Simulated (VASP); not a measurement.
# CdS (Hawleyite) (F-43m) in VASP: notebook, part 2 of 2

VASP 6.6.1. The steps go on from the part before.

**4. Single point, revPBE**

Contents of INCAR:

```
PREC = Accurate
ENCUT = 520
EDIFF = 1E-6
ISMEAR = -1
SIGMA = 0.05
LREAL = F
LASPH = T
NELM = 100
ALGO = Normal
ISIF = 2
LWAVE = F
LCHARG = F
GGA = RE
NBANDS = 16
```

Contents of KPOINTS:

```
Automatic mesh
0
Gamma
  8 8 8
```

Contents of POSCAR:

```
CdS
1.0
    0.0000000000      2.9165000000      2.9165000000
    2.9165000000      0.0000000000      2.9165000000
    2.9165000000      2.9165000000      0.0000000000
Cd S
1 1
Direct
    0.0000000000      0.0000000000      0.0000000000
    0.7500000000      0.7500000000      0.7500000000
```

Potentials or basis: VASP PAW PBE potentials, release 64 (Cd, S).

Launch:

```bash
$ cat potpaw_PBE.64/Cd/POTCAR potpaw_PBE.64/S/POTCAR > POTCAR
$ mpirun -np 1 vasp_std > vasp.out
```

OUTCAR:

```text
PREC = Accurate
   ENCUT = 520
   EDIFF = 1E-6
   ISMEAR = -1
   LREAL = F
   LASPH = T
   NELM = 100
   ISIF = 2
   GGA = RE

 ion  position               nearest neighbor table
   1  0.000  0.000  0.000-   2 2.53   2 2.53   2 2.53   2 2.53
   2  0.750  0.750  0.750-   1 2.53   1 2.53   1 2.53   1 2.53

  LATTYP: Found a face centered cubic cell.
 ALAT       =     5.8330000000

  Lattice vectors:

 A1 = (   0.0000000000,   2.9165000000,   2.9165000000)
 A2 = (   2.9165000000,   0.0000000000,   2.9165000000)
 A3 = (   2.9165000000,   2.9165000000,   0.0000000000)

Analysis of symmetry for initial positions (statically):
=====================================================================
 Subroutine PRICEL returns:
 Original cell was already a primitive cell.

 Routine SETGRP: Setting up the symmetry group for a
 face centered cubic supercell.

 Subroutine GETGRP returns: Found 24 space group operations
 (whereof 24 operations were pure point group operations)
[... 152 lines left out ...]

 number of electron      18.0000004 magnetization

 Free energy of the ion-electron system (eV)
  ---------------------------------------------------
  ext. energy  EPLUGINS =         0.00000000
  ---------------------------------------------------
  free energy    TOTEN  =        -5.53220433 eV

  energy without entropy =       -5.53220430  energy(sigma->0) =       -5.53220432

 E-fermi :   2.0842     XC(G=0):  -8.9662

 val. band max:        1.4020262651   @ k =   0.0000   0.0000   0.0000
 cond. band min:       2.6879976873   @ k =   0.0000   0.0000   0.0000
 fundamental gap:      1.2859714222
 Fermi energy:         2.0841541747

 k-point     1 :       0.0000    0.0000    0.0000
  band No.  band energies     occupation
      1     -10.9497      2.00000
      2      -6.3253      2.00000
      3      -6.3253      2.00000
      4      -6.3253      2.00000
      5      -5.8477      2.00000
      6      -5.8477      2.00000
[... 433 lines left out ...]
      3      -6.1239      2.00000
      4      -5.8718      2.00000
      5      -5.8206      2.00000
      6      -5.3515      2.00000
[... 8 lines left out ...]
     15      13.7862      0.00000
     16      14.5932      0.00000

 [... further k-points ...]
[... 5 lines left out ...]
  --------------------------------------------------------------------------------------
  -------------------------------------------------------------------------------------
  Total        1.4958616      1.4958616      1.4958616     -0.0000000      0.0000000      0.0000000
  in kB       48.3043302     48.3043302     48.3043302     -0.0000000      0.0000000      0.0000000
  external PRESSURE =      48.3043302 kB  Pullay stress =       0.0000000 kB

 VOLUME and BASIS-vectors are now :
 -----------------------------------------------------------------------------
  energy-cutoff  :      520.00
  volume of cell :       49.62
      direct lattice vectors                 reciprocal lattice vectors
     0.000000000  2.916500000  2.916500000    -0.171438368  0.171438368  0.171438368
     2.916500000  0.000000000  2.916500000     0.171438368 -0.171438368  0.171438368
     2.916500000  2.916500000  0.000000000     0.171438368  0.171438368 -0.171438368

 POSITION                                       TOTAL-FORCE (eV/Angst)
 -----------------------------------------------------------------------------------
      0.00000      0.00000      0.00000         0.000000      0.000000     -0.000000
      4.37475      4.37475      4.37475        -0.000000     -0.000000      0.000000
 -----------------------------------------------------------------------------------
    total drift:                                0.000000      0.000000      0.000000

  FREE ENERGIE OF THE ION-ELECTRON SYSTEM (eV)
  ---------------------------------------------------
  free  energy   TOTEN  =        -5.5322043339 eV

  energy  without entropy=       -5.5322043019  energy(sigma->0) =       -5.53220432
```

stdout:

```text
POSCAR found type information on POSCAR CdS
 POSCAR found :  2 types and       2 ions
 scaLAPACK will be used
 -----------------------------------------------------------------------------
|                                                                             |
|                                                                             |
|     You enforced a specific xc type in the INCAR file but a different       |
|     I HOPE YOU KNOW WHAT YOU ARE DOING!                                     |
|                                                                             |
 -----------------------------------------------------------------------------

 LDA part: xc-table for (Slater+PW92), standard interpolation
 POSCAR, INCAR and KPOINTS ok, starting setup
 FFT: planning ... GRIDC
 FFT: planning ... GRID_SOFT
 FFT: planning ... GRID
 WAVECAR not read
 entering main loop
```

Run time: 8.3 s. Hardware: 1 thread of Intel Xeon 6975P-C (Granite Rapids), shared host; peak memory 0.18 GiB.

Results:

```
Free energy            : -5.5322 eV
Pressure               : 4.8 GPa
Band gap on the k mesh : 1.29 eV, direct
```

Caveat: the PAW data sets were made with another functional, which shifts forces and pressure a little.

**5. Single point, PBE**

Contents of INCAR:

```
ALGO = Normal ; EDIFF = 1E-6
ENCUT = 520 ; GGA = PE
ISIF = 2 ; ISMEAR = 0
LASPH = T ; LCHARG = T
LELF = T ; LREAL = F
LVHAR = T ; LWAVE = F
NBANDS = 16 ; NELM = 100
PREC = Accurate ; SIGMA = 0.011
```

Contents of KPOINTS:

```
k-points
0
Gamma
  8 8 8
```

POSCAR is that of step 4.

Potentials or basis: VASP PAW PBE potentials, release 64 (Cd, S).

Launch:

```bash
$ cat potpaw_PBE.64/Cd/POTCAR potpaw_PBE.64/S/POTCAR > POTCAR
$ mpirun -np 1 vasp_std > vasp.out
```

OUTCAR:

```text
EDIFF = 1E-6
   ENCUT = 520
   GGA = PE
   ISIF = 2
   ISMEAR = 0
   LASPH = T
   LREAL = F
   NELM = 100
   PREC = Accurate

 ion  position               nearest neighbor table
   1  0.000  0.000  0.000-   2 2.53   2 2.53   2 2.53   2 2.53
   2  0.750  0.750  0.750-   1 2.53   1 2.53   1 2.53   1 2.53

  LATTYP: Found a face centered cubic cell.
 ALAT       =     5.8330000000

  Lattice vectors:

 A1 = (   0.0000000000,   2.9165000000,   2.9165000000)
 A2 = (   2.9165000000,   0.0000000000,   2.9165000000)
 A3 = (   2.9165000000,   2.9165000000,   0.0000000000)

Analysis of symmetry for initial positions (statically):
=====================================================================
 Subroutine PRICEL returns:
 Original cell was already a primitive cell.

 Routine SETGRP: Setting up the symmetry group for a
 face centered cubic supercell.

 Subroutine GETGRP returns: Found 24 space group operations
 (whereof 24 operations were pure point group operations)
 out of a pool of 48 trial point group operations.

The static configuration has the point symmetry T_d .

Analysis of symmetry for dynamics (positions and initial velocities):
=====================================================================
 Subroutine PRICEL returns:
 Original cell was already a primitive cell.

 Routine SETGRP: Setting up the symmetry group for a
 face centered cubic supercell.

 Subroutine GETGRP returns: Found 24 space group operations
 (whereof 24 operations were pure point group operations)
 out of a pool of 48 trial point group operations.

The dynamic configuration has the point symmetry T_d .

 Subroutine INISYM returns: Found 24 space group operations
 (whereof 24 operations are pure point group operations),
 and found     1 'primitive' translations

----------------------------------------------------------------------------------------

                                     Primitive cell

  volume of cell :      49.6153

  direct lattice vectors                    reciprocal lattice vectors
     0.000000000  2.916500000  2.916500000    -0.171438368  0.171438368  0.171438368
     2.916500000  0.000000000  2.916500000     0.171438368 -0.171438368  0.171438368
     2.916500000  2.916500000  0.000000000     0.171438368  0.171438368 -0.171438368

  length of vectors
     4.124553855  4.124553855  4.124553855     0.296939964  0.296939964  0.296939964

  position of ions in fractional coordinates (direct lattice)
     0.000000000  0.000000000  0.000000000
     0.750000000  0.750000000  0.750000000

  ion indices of the primitive-cell ions
   primitive index   ion index
                 1           1
                 2           2

----------------------------------------------------------------------------------------

 KPOINTS: k-points

Automatic generation of k-mesh.
 Grid dimensions read from file:
 generate k-points for:    8    8    8

 Generating k-lattice:

  Cartesian coordinates                     Fractional coordinates (reciprocal lattice)
    -0.021429796  0.021429796  0.021429796     0.125000000  0.000000000  0.000000000
     0.021429796 -0.021429796  0.021429796     0.000000000  0.125000000  0.000000000
     0.021429796  0.021429796 -0.021429796     0.000000000  0.000000000  0.125000000

  Length of vectors
     0.037117495  0.037117495  0.037117495

  Shift w.r.t. Gamma in fractional coordinates (k-lattice)
     0.000000000  0.000000000  0.000000000

 Subroutine IBZKPT returns following result:
 ===========================================

 Found     29 irreducible k-points:

 Following reciprocal coordinates:
            Coordinates               Weight
  0.000000  0.000000  0.000000      1.000000
  0.125000  0.000000  0.000000      8.000000
  0.250000  0.000000  0.000000      8.000000
  0.375000  0.000000  0.000000      8.000000
  0.500000  0.000000  0.000000      4.000000
  0.125000  0.125000  0.000000      6.000000
[... 16 lines left out ...]
  0.500000  0.250000  0.125000     48.000000
 -0.375000  0.250000  0.125000     24.000000
 [... further k-points ...]
   k-points           NKPTS =     29   k-points in BZ     NKDIM =     29   number of bands    NBANDS=     16
   number of dos      NEDOS =    301   number of ions     NIONS =      2
   total plane-waves  NPLWV =  32768
   dimension x,y,z NGX =    32 NGY =   32 NGZ =   32
   dimension x,y,z NGXF=    64 NGYF=   64 NGZF=   64
   ions per type =               1   1
   NGX,Y,Z   is equivalent  to a cutoff of  12.90, 12.90, 12.90 a.u.
   NGXF,Y,Z  is equivalent  to a cutoff of  25.80, 25.80, 25.80 a.u.
 SYSTEM =  unknown system
   PREC   = accura    normal or accurate (medium, high low for compatibility)
   ISTART =      0    job   : 0-new  1-cont  2-samecut
   ICHARG =      2    charge: 1-file 2-atom 10-const
   ISPIN  =      1    spin polarized calculation?
   LNONCOLLINEAR =      F non collinear calculations
   LSORBIT =      F    spin-orbit coupling
   LASPH  =      T    aspherical Exc in radial PAW
   ENCUT  =  520.0 eV  38.22 Ry    6.18 a.u.   7.67  7.67  7.67*2*pi/ulx,y,z
   NELM   =    100;   NELMIN=  2; NELMDL= -5     # of ELM steps
   EDIFF  = 0.1E-05   stopping-criterion for ELM
   LREAL  =      F    real-space projection
   EDIFFG = 0.1E-04   stopping-criterion for IOM
   NSW    =      0    number of steps for IOM
   IBRION =     -1    ionic relax: 0-MD 1-quasi-New 2-CG
   NFREE  =      0    steps in history (QN), initial steepest desc. (CG)
   ISIF   =      2    stress and relaxation
   ISYM   =      2    0-nonsym 1-usesym 2-fastsym
   POTIM  = 0.5000    time-step for ionic-motion
   TEBEG  =    0.0;   TEEND  =   0.0 temperature during run
   PSTRESS=    0.0 pullay stress
   NELECT =      18.0000    total number of electrons
   NUPDOWN=      -1.0000    fix difference up-down
   EMIN   =  10.00;   EMAX   =-10.00  energy-range for DOS
   EFERMI =   0.00;   METHOD = LEGACY
   ISMEAR =     0;   SIGMA  =   0.01  broadening in eV -4-tet -1-fermi 0-gaus
   EFERMI_NEDOS =   21; number of points for ismear=-14 and -15
   IALGO  =     38    algorithm
   IMIX   =      4    mixing-type and parameters
     AMIX     =   0.40;   BMIX     =  1.00
     AMIX_MAG =   1.60;   BMIX_MAG =  1.00
  volume/ion in A,a.u.               =      24.81       167.41
  Fermi-wavevector in a.u.,A,eV,Ry     =   1.167599  2.206442 18.548649  1.363287
  Thomas-Fermi vector in A             =   2.304097
   LORBIT       =      0    0 simple, 1 ext, 2 COOP (PROOUT), +10 PAW based schemes
   GGA     = PE    functional components
   LHFCALC =     F    Hartree Fock is set to
   AEXX    =    0.0000 exact exchange contribution
   IVDW    =     0    specifies the selected vdW correction
   LEPSILON=     F    determine dielectric tensor
   LRPA    =     F    only Hartree local field effects (RPA)
 non-spin polarized calculation
 Gauss-broadening in eV      SIGMA  =   0.01
  energy-cutoff  :      520.00
  volume of cell :       49.62
 maximum number of plane-waves:      1363
   NGX = 15   NGY = 15   NGZ = 15

 number of electron      18.0000004 magnetization

 Free energy of the ion-electron system (eV)
  ---------------------------------------------------
  ext. energy  EPLUGINS =         0.00000000
  ---------------------------------------------------
  free energy    TOTEN  =        -6.12127790 eV

  energy without entropy =       -6.12127790  energy(sigma->0) =       -6.12127790

 E-fermi :   1.4239     XC(G=0):  -9.1497

 val. band max:        1.3143359555   @ k =   0.0000   0.0000   0.0000
 cond. band min:       2.4640910154   @ k =   0.0000   0.0000   0.0000
 fundamental gap:      1.1497550599
 Fermi energy:         1.4239005220

 k-point     1 :       0.0000    0.0000    0.0000
  band No.  band energies     occupation
      1     -11.0554      2.00000
      2      -6.4138      2.00000
      3      -6.4138      2.00000
      4      -6.4138      2.00000
      5      -5.9339      2.00000
      6      -5.9339      2.00000
[... 8 lines left out ...]
     15      12.7950      0.00000
     16      12.7950      0.00000

 k-point     2 :       0.1250    0.0000    0.0000
  band No.  band energies     occupation
      1     -10.9933      2.00000
      2      -6.3913      2.00000
      3      -6.3913      2.00000
      4      -6.3600      2.00000
      5      -5.9349      2.00000
      6      -5.9349      2.00000
[... 8 lines left out ...]
     15      12.1973      0.00000
     16      13.3258      0.00000
[... 387 lines left out ...]
      5      -5.9002      2.00000
      6      -5.6424      2.00000
[... 8 lines left out ...]
     15      14.1446      0.00000
     16      14.4106      0.00000

 k-point    24 :      -0.3750    0.2500    0.1250
  band No.  band energies     occupation
      1     -10.5653      2.00000
      2      -6.2497      2.00000
      3      -6.2116      2.00000
      4      -5.9596      2.00000
      5      -5.9071      2.00000
      6      -5.4397      2.00000
[... 8 lines left out ...]
     15      13.6170      0.00000
     16      14.4856      0.00000

 [... further k-points ...]
[... 5 lines left out ...]
  --------------------------------------------------------------------------------------
  -------------------------------------------------------------------------------------
  Total        0.9934896      0.9934896      0.9934896      0.0000000     -0.0000000     -0.0000000
  in kB       32.0817439     32.0817439     32.0817439      0.0000000     -0.0000000     -0.0000000
  external PRESSURE =      32.0817439 kB  Pullay stress =       0.0000000 kB

 VOLUME and BASIS-vectors are now :
 -----------------------------------------------------------------------------
  energy-cutoff  :      520.00
  volume of cell :       49.62
      direct lattice vectors                 reciprocal lattice vectors
     0.000000000  2.916500000  2.916500000    -0.171438368  0.171438368  0.171438368
     2.916500000  0.000000000  2.916500000     0.171438368 -0.171438368  0.171438368
     2.916500000  2.916500000  0.000000000     0.171438368  0.171438368 -0.171438368

 POSITION                                       TOTAL-FORCE (eV/Angst)
 -----------------------------------------------------------------------------------
      0.00000      0.00000      0.00000         0.000000     -0.000000      0.000000
      4.37475      4.37475      4.37475        -0.000000      0.000000     -0.000000
 -----------------------------------------------------------------------------------
    total drift:                                0.000000      0.000000      0.000000

  FREE ENERGIE OF THE ION-ELECTRON SYSTEM (eV)
  ---------------------------------------------------
  free  energy   TOTEN  =        -6.1212779008 eV

  energy  without entropy=       -6.1212779008  energy(sigma->0) =       -6.12127790
```

OSZICAR:

```text
N       E                     dE             d eps       ncg     rms          rms(c)
DAV:   1     0.108360218361E+03    0.10836E+03   -0.91209E+03   952   0.103E+03
DAV:   2    -0.245418683914E+01   -0.11081E+03   -0.10478E+03  1152   0.252E+02
DAV:   3    -0.663963095065E+01   -0.41854E+01   -0.41784E+01  1088   0.511E+01
DAV:   4    -0.666513072637E+01   -0.25500E-01   -0.25497E-01  1224   0.394E+00
DAV:   5    -0.666547005159E+01   -0.33933E-03   -0.33932E-03  1104   0.426E-01    0.812E+00
DAV:   6    -0.614023971353E+01    0.52523E+00   -0.83505E-01  1384   0.116E+01    0.652E+00
DAV:   7    -0.612086997557E+01    0.19370E-01   -0.19821E-01  1152   0.304E+00    0.316E+00
DAV:   8    -0.612116513962E+01   -0.29516E-03   -0.18301E-02  1104   0.172E+00    0.310E-01
DAV:   9    -0.612108427729E+01    0.80862E-04   -0.21505E-03  1088   0.690E-01    0.579E-02
DAV:  10    -0.612120281035E+01   -0.11853E-03   -0.24600E-04  1144   0.163E-01    0.661E-02
DAV:  11    -0.612128479804E+01   -0.81988E-04   -0.12697E-04  1040   0.913E-02    0.211E-02
DAV:  12    -0.612127692536E+01    0.78727E-05   -0.25647E-05  1272   0.664E-02    0.102E-02
DAV:  13    -0.612127823533E+01   -0.13100E-05   -0.45860E-06  1072   0.129E-02    0.133E-02
DAV:  14    -0.612127790077E+01    0.33456E-06   -0.35801E-07   824   0.346E-03
   1 F= -.61212779E+01 E0= -.61212779E+01  d E =-.298060E-47
```

It took 8.8 s on 1 thread of Intel Xeon 6975P-C (Granite Rapids), shared host; peak memory 0.18 GiB.

What came out:

| Item | Value |
| --- | --- |
| Free energy | -6.1213 eV |
| Pressure | 3.2 GPa |
| Band gap on the k mesh | 1.15 eV, direct |

Levels at points of the mesh, in eV from the valence-band top:
| k point | band 7 | band 8 | band 9 | band 10 | band 11 | band 12 |
| --- | --- | --- | --- | --- | --- | --- |
| (0.00, 0.00, 0.00) | 0.00 | 0.00 | 0.00 | 1.15 | 6.55 | 6.55 |
| (0.50, 0.00, 0.00) | -4.40 | -0.75 | -0.75 | 3.02 | 7.01 | 7.01 |
| (0.50, 0.50, 0.00) | -3.95 | -1.88 | -1.88 | 3.55 | 4.35 | 9.23 |

Expect the measured gap to be larger: semilocal functionals such as PBE lack the derivative discontinuity.

**6. Overview**

```csv
level,potentials or basis,cell,k mesh,smearing,gap on the mesh (eV),pressure (GPa)
PBE,"VASP PAW PBE potentials, release 64 (Cd, S)","a = 4.125 Å, angles 60.0°, 2 atoms",5 × 5 × 5,fermi-dirac 0.06 eV,1.15,3.2
LDA,"VASP PAW LDA potentials, release 64 (Cd, S)","a = 4.071 Å, angles 60.0°, 2 atoms",8 × 8 × 8,fermi-dirac 0.05 eV,0.98,0.5
revPBE,"VASP PAW PBE potentials, release 64 (Cd, S)","a = 4.125 Å, angles 60.0°, 2 atoms",8 × 8 × 8,fermi-dirac 0.05 eV,1.29,4.8
PBE,"VASP PAW PBE potentials, release 64 (Cd, S)","a = 4.125 Å, angles 60.0°, 2 atoms",8 × 8 × 8,gaussian 0.011 eV,1.15,3.2
```

Alike in all rows: task single point; no spin polarisation; cutoff (eV) 520.

Caveats: the PAW data sets were made with another functional, which shifts forces and pressure a little (some runs).

Absolute energies hang on the potentials; compare differences alone.
